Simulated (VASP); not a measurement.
Set up this calculation in VASP 6.6.1, as the native input.

```yaml
Task: single point
Functional: PBE
Potentials_or_basis: VASP PAW PBE potentials, release 64 (Sb)
Cutoff: 520 eV
k_mesh: 12 × 12 × 12
Occupations: gaussian, width 0.1 eV
Spin: no spin polarisation
Dipole_correction: no
Further_INCAR_settings: ALGO = Normal; EDIFF = 1e-07; NBANDS = 18
```

The structure of Sb lies in POSCAR:

```
Sb
1.0
   -4.1841182513      4.1841182513      2.0725590148
    4.1841182513     -4.1841182513      2.0725590148
    4.1841182513      4.1841182513     -2.0725590148
Sb
4
Direct
    0.3268044055      0.1731955945      0.5000000000
    0.8268044055      0.3268044055      0.1536088109
    0.6731955945      0.8268044055      0.5000000000
    0.1731955945      0.6731955945      0.8463911891
```

This cell differs from its parent crystal: strained.

The input as run:

INCAR

```
SYSTEM = Sb
ALGO = Normal ; EDIFF = 1E-7
ENCUT = 520 ; GGA = PE
ISIF = 2 ; ISMEAR = 0
LASPH = .TRUE. ; LCHARG = .FALSE.
LREAL = .FALSE. ; LWAVE = .FALSE.
NBANDS = 18 ; NELM = 80
PREC = Accurate ; SIGMA = 0.1
```

KPOINTS

```
k-points
0
G
  12 12 12
  0 0 0
```

Potentials or basis: VASP PAW PBE potentials, release 64 (Sb).

The run is started by

```sh
$ cat potpaw_PBE.64/Sb/POTCAR > POTCAR
$ mpirun -np 1 vasp_std > vasp.out
```

It gave:

The pressure is 1.5 GPa, the largest force is 1.183 eV/Å and the band gap on the k mesh is zero (band 10 reaches 5.31 eV, above the bottom of band 11 at 4.39 eV).

Caveat: the cell differs from its parent crystal (strained); spin-orbit coupling is left out, which moves the levels of the heavy elements; forces of over 1 eV/Å act on the atoms, so gaps and moduli don't describe the material at rest.

Wall time 5.4 min on 1 thread of Intel(R) Xeon(R) Platinum 8488C (Sapphire Rapids), on a shared host, peak memory 0.54 GiB.
